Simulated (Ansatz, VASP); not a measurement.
Two plane-wave programs on B6N

```
CELL_PARAMETERS angstrom
4.56223 0.00000 0.00000
-2.28112 3.95101 0.00000
0.00000 0.00000 2.99622
ATOMIC_POSITIONS crystal
B 0.52153 0.47847 0.50000
B 0.52153 0.04307 0.50000
B 0.95693 0.47847 0.50000
B 0.00000 0.00000 0.00000
B 0.00000 0.00000 0.50000
B 0.66667 0.33333 0.00000
N 0.33333 0.66667 0.50000
```

Alike in both runs: functional PBE; k mesh 4 × 4 × 4; occupations gaussian, width 0.2 eV; no spin polarisation.

Ansatz relaxed the structure, and its values are those at the end. VASP's run is a single point on that final structure, the one shown.

|  | VASP | Ansatz |
| --- | --- | --- |
| version | VASP 6.6.1 | Ansatz 0.2.0 |
| potentials or method | VASP PAW PBE potentials, release 64 (B, N), cutoff 600 eV | scalar-relativistic, plane waves, PAW |
| valence electrons in the cell | 23 | 23 |

```tsv
	VASP	Ansatz	Ansatz less VASP
gap on the k mesh at the Fermi level (eV)	none	none	-
pressure (GPa)	-0.2	-0.1	+0.14
rms of the force components (eV/Å)	0.006	0.001	-0.0049
```

A gap of «none» marks a metal or a gap that the smearing closes.

The k mesh is coarse, so the values compare programs but aren't converged.
